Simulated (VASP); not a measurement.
Set up this calculation in VASP 6.6.1, as the native input.

| Property | Result |
| --- | --- |
| Task | single point |
| Functional | PBEsol |
| Potentials or basis | VASP PAW PBE potentials, release 64 (Nb_sv, H) |
| Cutoff | 520 eV |
| k mesh | 18 × 18 × 18 |
| Occupations | gaussian, width 0.1 eV |
| Spin | no spin polarisation |
| Dipole correction | no |
| Further INCAR settings | ALGO = Normal; EDIFF = 1e-07; NBANDS = 14 |

The structure of NbH lies in POSCAR:

```
NbH
1.0
   -1.5888276146      1.5888276146      1.9514174630
    1.5888276146     -1.5888276146      1.9514174630
    1.5888276146      1.5888276146     -1.9514174630
Nb H
1 1
Direct
    0.0000000000      0.0000000000      0.0000000000
    0.5000000000      0.5000000000      0.0000000000
```

These files were run (other wordings do the same):

INCAR

```
SYSTEM = NbH
ALGO     = Normal         ! electronic algorithm
EDIFF    = 1E-7           ! SCF threshold, eV
ENCUT    = 520            ! plane-wave cutoff, eV
GGA      = PS             ! functional
ISIF     = 2              ! what is computed and relaxed
ISMEAR   = 0              ! smearing method
LASPH    = .True.         ! aspherical terms in the spheres
LCHARG   = .False.        ! write CHGCAR
LREAL    = .False.        ! projectors in reciprocal space
LWAVE    = .False.        ! write WAVECAR
NBANDS   = 14             ! bands
NELM     = 80             ! most SCF steps
PREC     = Accurate       ! precision mode
SIGMA    = 0.1            ! smearing width, eV
```

KPOINTS

```
k-points
0
Gamma
  18 18 18
  0 0 0
```

Potentials or basis: VASP PAW PBE potentials, release 64 (Nb_sv, H).

Command:

```sh
$ cat potpaw_PBE.64/Nb_sv/POTCAR potpaw_PBE.64/H/POTCAR > POTCAR
$ mpirun -np 1 vasp_std > vasp.out
```

Results of the run:

- Pressure: -0.4 GPa
- Band gap on the k mesh: zero (bands 7 and 8 overlap by 4.40 eV)

Caveat: the PAW data sets were made with another functional, which shifts forces and pressure a little.

Run time: 40 s on 1 thread of Intel(R) Xeon(R) 6975P-C (Granite Rapids), with other jobs on the host, peak memory 0.24 GiB.
